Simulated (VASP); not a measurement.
**PbS: electric field gradients with PBE**

PbS, a slab with vacuum:

```
Pb S
1.0
     2.92600   -2.88530    0.00020
     2.95500    2.91470    0.02920
    -1.02150    0.05315   11.70389
Pb S
2 2
Cartesian
  3.9112 0.0566 7.4709
  0.9483 0.0259 4.2624
  0.9670 0.0397 7.0138
  3.8925 0.0428 4.7195
```

This cell differs from its parent crystal: equal xy, yz and zx shear strains of +1 %.

- Program: VASP 6.6.1
- Task: electric field gradients
- Functional: PBE
- Potentials or basis: VASP PAW PBE potentials, release 64 (Pb_d, S)
- Cutoff: 520 eV
- k mesh: 7 × 7 × 3
- Occupations: fermi-dirac, width 0.01 eV
- Spin: no spin polarisation
- Dipole correction: no
- Further INCAR settings: ALGO = Normal; EDIFF = 1e-08; NBANDS = 28

```json
{"Largest force": "0.410 eV/Å", "Band gap on the k mesh": "1.27 eV", "Largest electric field gradient by atom": "Pb -133.7; S +3.7 V/Å²"}
```

Forces on the atoms (eV/Å):
```
Pb  -0.004 -0.004 -0.410
Pb   0.004  0.004  0.410
S   -0.032 -0.028 -0.066
S    0.032  0.028  0.066
```

Levels at points of the mesh, in eV from the valence-band top:
```csv
k point,band 18,band 19,band 20,band 21,band 22,band 23
"(0.00, 0.00, 0.00)",-1.45,-1.31,0.00,1.38,2.99,4.99
```

Electric field gradients, principal values (V/Å²):
```csv
atom,least,middle,greatest (by size)
1 Pb,38.342,95.309,-133.651
2 Pb,38.342,95.309,-133.651
3 S,-1.011,-2.721,3.732
4 S,-1.011,-2.721,3.732
```

Wall time 24 min on 1 thread of AMD EPYC 7571 (shared host), peak memory 0.48 GiB.

Caveat: the cell differs from its parent crystal (equal xy, yz and zx shear strains of +1 %); there is no dipole correction, which matters where the two faces differ; without QUAD_EFG the Cq values of the log hold for a quadrupole moment of 1 mb, not for the nuclei; spin-orbit coupling is left out, which moves the levels of the heavy elements.
